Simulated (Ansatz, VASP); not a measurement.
# Sn in VASP and in Ansatz

```xyz
2
Lattice="0.0000 3.2564 3.2564 3.2564 0.0000 3.2564 3.2564 3.2564 0.0000" Properties=species:S:1:pos:R:3 pbc="T T T"
Sn    3.2564    3.2564    3.2564
Sn    4.8846    4.8846    4.8846
```

Change from the starting cell: volume scaled by 1.01, crystal datasets.

Alike in both runs: task electric field gradients; functional PBE; k mesh 9 × 9 × 9; occupations fermi-dirac, width 0.03 eV; no spin polarisation.

```csv
,VASP,Ansatz
version,VASP 6.6.1,Ansatz 0.2.0
potentials or method,"VASP PAW PBE potentials, release 64 (Sn_d), cutoff 520 eV","all-electron PAW with datasets made for the crystal, scalar-relativistic"
```

|  | VASP | Ansatz | Ansatz less VASP |
| --- | --- | --- | --- |
| pressure (GPa) | 2.6 | 2.7 | +0.06 |

Ansatz ran all-electron here, and VASP with PAW potentials.
